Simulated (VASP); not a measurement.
Set up this calculation in VASP 6.6.1, as the native input.

```yaml
Task: single point
Functional: PBE
Potentials_or_basis: VASP PAW PBE potentials, release 64 (Re)
Cutoff: 520 eV
k_mesh: 12 × 12 × 12
Occupations: gaussian, width 0.1 eV
Spin: non-collinear spin, zero start, spin-orbit coupling
Starting_moments: "[[0.0, 0.0, 0.0]] μB"
Dipole_correction: no
Further_INCAR_settings: ALGO = Normal; EDIFF = 1e-06; NBANDS = 18
```

The structure of Re lies in POSCAR:

```
Re
1.0
    0.0000000000      1.9750000000      1.9750000000
    1.9750000000      0.0000000000      1.9750000000
    1.9750000000      1.9750000000      0.0000000000
Re
1
Direct
    0.0000000000      0.0000000000      0.0000000000
```

The input as run:

INCAR

```
ALGO = Normal
EDIFF = 1E-6
ENCUT = 520
GGA = PE
GGA_COMPAT = False
ISIF = 2
ISMEAR = 0
LASPH = True
LCHARG = True
LMAXMIX = 4
LORBIT = 11
LORBMOM = True
LREAL = False
LSORBIT = True
LVHAR = True
LWAVE = False
MAGMOM = 0 0 0
NBANDS = 18
NELM = 150
PREC = Accurate
SIGMA = 0.1
```

KPOINTS

```
k-points
0
Gamma
  12 12 12
```

Potentials or basis: VASP PAW PBE potentials, release 64 (Re).

The run is started by

```bash
$ cat potpaw_PBE.64/Re/POTCAR > POTCAR
$ mpirun -np 1 vasp_ncl > vasp.out
```

It gave:

```yaml
Pressure: -9.1 GPa
Net_moment: 0.00 μB per cell
Valence_electrons_inside_the_program's_atomic_spheres: Re 5.97
```

Wall time 77 s on 1 thread of AMD EPYC 7R13 Processor (Zen 3), with other jobs on the host, peak memory 0.18 GiB.
